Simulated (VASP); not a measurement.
# Sn: single point with r2SCAN

Sn:

```xyz
1
Lattice="-1.7431 1.7431 1.8947 1.7431 -1.7431 1.8947 1.7431 1.7431 -1.8947" Properties=species:S:1:pos:R:3 pbc="T T T"
Sn    0.0000    0.0000    0.0000
```

This cell differs from its parent crystal: strain -0.080 along x and y, +0.000 along z.

```yaml
Program: VASP 6.6.1
Task: single point
Functional: r2SCAN
Potentials_or_basis: VASP PAW PBE potentials, release 64 (Sn_d)
Cutoff: 520 eV
k_mesh: 18 × 18 × 18
Occupations: gaussian, width 0.15 eV
Spin: no spin polarisation
Dipole_correction: no
Further_INCAR_settings: ALGO = Normal; EDIFF = 1e-06; NBANDS = 13
```

The pressure is 12.2 GPa and the band gap on the k mesh is zero (bands 7 and 8 overlap by 12.95 eV).

Stress tensor (GPa, compression positive):
```
12.28  0.00  0.00
 0.00 12.28  0.00
 0.00  0.00 12.14
```

Levels at points of the mesh, in eV from the Fermi level:
```csv
k point,band 3,band 4,band 5,band 6,band 7,band 8,band 9,band 10,band 11,band 12
"(0.00, 0.00, 0.00)",-22.41,-22.24,-22.18,-13.06,9.78,10.26,10.26,12.35,13.90,13.90
"(0.50, 0.00, 0.00)",-22.25,-22.19,-22.06,-7.08,-5.77,4.89,6.98,9.80,10.11,15.30
"(0.50, 0.50, 0.00)",-22.19,-22.18,-22.04,-6.37,-5.50,3.58,5.32,8.20,8.72,19.12
"(0.50, 0.50, 0.50)",-22.11,-22.08,-22.08,-2.04,-1.52,-0.13,-0.13,4.02,4.48,20.10
```

Wall time 6.1 min on 1 thread of Intel Xeon 8259CL, on a shared host, peak memory 0.25 GiB.

Caveat: the cell differs from its parent crystal (strain -0.080 along x and y, +0.000 along z); the cell stands under pressure; the PAW data sets were made with another functional, which shifts forces and pressure a little; spin-orbit coupling is left out, which moves the levels of the heavy elements.
